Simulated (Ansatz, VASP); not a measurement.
Two plane-wave programs on Sn

Contents of INCAR:

```
PREC = Accurate
ENCUT = 500
EDIFF = 1E-7
ISMEAR = 0
SIGMA = 0.1
LREAL = F
LASPH = T
NELM = 120
ALGO = Normal
ISIF = 3
LWAVE = F
LCHARG = F
GGA = PE
IVDW = 12
IBRION = 2
NSW = 100
EDIFFG = -0.002
GGA_COMPAT = F
NELMIN = 4
```

The input KPOINTS:

```
regular mesh
0
Gamma
  16 16 16
```

Contents of POSCAR:

```
Sn
1.0
   -2.9196440750      2.9196440750      1.5938000000
    2.9196440750     -2.9196440750      1.5938000000
    2.9196440750      2.9196440750     -1.5938000000
Sn
2
Direct
    0.0000000000      0.0000000000      0.0000000000
    0.7500000000      0.2500000000      0.5000000000
```

Input for Ansatz:

```yaml
crystal:
  lattice:
    - [-2.919644075, 2.919644075, 1.5938]
    - [2.919644075, -2.919644075, 1.5938]
    - [2.919644075, 2.919644075, -1.5938]
  atoms:
    - { symbol: Sn, position: [0.0, 0.0, 0.0] }
    - { symbol: Sn, position: [0.75, 0.25, 0.5] }
basis:
  ecutwfc: 420
kpoints:
  mp_grid: { grid: [16, 16, 16] }
hamiltonian:
  xc: pbe
  dispersion: d3bj
  pseudopotentials: { kind: paw }
scf:
  occupations: { method: gaussian, width: 0.1 }
output:
  forces: true
  stress: true
  eigenvalues: true
  write_density: true
  write_potential: true
  elf: true
  volumetric_format: npy
relax:
  adjacent_minimum: "off"
  f_tol: 0.002
  max_steps: 80
  cell: { stress_tol: 0.02 }
```

Alike in both runs: task relaxation of cell and atoms; functional PBE; dispersion D3(BJ); k mesh 16 × 16 × 16; occupations gaussian, width 0.1 eV; no spin polarisation.

|  | VASP | Ansatz |
| --- | --- | --- |
| version | VASP 6.6.1 | Ansatz 0.2.0 |
| potentials or method | VASP PAW PBE potentials, release 64 (Sn_d), cutoff 500 eV | scalar-relativistic, plane waves, PAW |
| valence electrons in the cell | 28 | 28 |

VASP gave:

```
gap on the k mesh at the Fermi level, each at its own relaxed structure (eV) : none
relaxed volume (Å³/atom)                                                     : 27.18
relaxed cell length with the largest relative difference (Å)                 : 4.436
```

**Question.** Estimate Ansatz's values.

**Answer.** gap on the k mesh at the Fermi level, each at its own relaxed structure (eV): none; relaxed volume (Å³/atom): 27.20; relaxed cell length with the largest relative difference (Å): 4.437.

A gap of «none» marks a metal or a gap that the smearing closes.
